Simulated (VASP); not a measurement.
Os, 2 atoms in the cell. The structure is hexagonal, space group P6_3/mmc (No. 194). Conventional cell: a = 2.716 Å, b = 2.716 Å, c = 4.291 Å, α = 90.00°, β = 90.00°, γ = 120.00°. Within 3.5 Å of Os (site symmetry -6m2) lie 12 Os at 2.66 to 2.72 Å. 

- Program: VASP 6.6.1
- Task: single point
- Functional: HF
- Potentials or basis: VASP PAW PBE potentials, release 64 (Os)
- Cutoff: 520 eV
- k mesh: 6 × 6 × 3
- Occupations: fermi-dirac, width 0.05 eV
- Spin: no spin polarisation
- Dipole correction: no
- Grid for exact exchange (PRECFOCK): Normal
- Further INCAR settings: ALGO = Normal; EDIFF = 1e-06; NBANDS = 15
- Share of exact exchange: 1

Potentials or basis: VASP PAW PBE potentials, release 64 (Os).

Command:

```bash
$ cat potpaw_PBE.64/Os/POTCAR > POTCAR
$ cp INCAR.step1 INCAR
$ mpirun -np 1 vasp_std > vasp.out
$ cp INCAR.step2 INCAR
$ mpirun -np 1 vasp_std > vasp.out
```

Hardware: 1 thread of Intel Xeon 8259CL (shared host).

Problem. How long does it take, and how much memory?

Solution. It took 36 min on 1 thread of Intel Xeon 8259CL, on a shared host, peak memory 0.16 GiB. Counts: k points 14.
